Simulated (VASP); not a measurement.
HfSi2B2:

```xyz
5
Lattice="-1.8327 1.8327 4.6217 1.8327 -1.8327 4.6217 1.8327 1.8327 -4.6217" Properties=species:S:1:pos:R:3 pbc="T T T"
Hf    0.0000    0.0000    0.0000
Si    0.0000    1.8327    2.3109
Si    1.8327    0.0000    2.3109
B     0.0000    0.0000    3.4940
B     0.0000    0.0000    5.7494
```

The cell was built from a structure type or drawn by symmetry, and may not be a known phase.

```yaml
Program: VASP 6.6.1
Task: relaxation of cell and atoms
Functional: PBE
Potentials_or_basis: VASP PAW PBE potentials, release 64 (Hf_pv, Si, B)
Cutoff: 600 eV
k_mesh: 6 × 6 × 6
Occupations: gaussian, width 0.1 eV
Spin: no spin polarisation
```

At the start: pressure -12.4 GPa; volume 12.42 Å³/atom.

Task: How do energy, volume and symmetry change on relaxing?

Result: Over 14 steps the energy falls by 168.5 meV/atom and the volume is 11.23 Å³/atom (-9.5 %); space group I4/mmm (No. 139, to 0.1 Å) before and after.

The path:
```csv
step,energy change (eV),largest force (eV/Å),pressure (GPa),volume (Å³)
1,0.0000,0.9303,-12.40,62.09
2,-0.3083,1.8118,8.00,53.85
3,-0.3301,1.6744,2.83,55.35
4,-0.5921,1.3005,5.69,53.99
5,-0.6816,0.3989,10.25,52.92
6,-0.8140,0.5137,0.32,56.20
7,-0.8151,0.4356,0.95,55.94
8,-0.8343,0.2952,-1.42,56.38
9,-0.8355,0.1726,-0.99,56.29
10,-0.8395,0.1433,0.12,55.94
11,-0.8398,0.1334,0.54,55.81
12,-0.8414,0.0495,0.28,55.95
13,-0.8420,0.0347,0.03,56.09
14,-0.8424,0.0216,-0.21,56.17
```

Final structure:
```
CELL_PARAMETERS angstrom
-1.74256 1.74256 4.62421
1.74256 -1.74256 4.62421
1.74256 1.74256 -4.62421
ATOMIC_POSITIONS crystal
Hf 0.00000 0.00000 0.00000
Si 0.75000 0.25000 0.50000
Si 0.25000 0.75000 0.50000
B 0.40936 0.40936 0.00000
B 0.59064 0.59064 0.00000
```
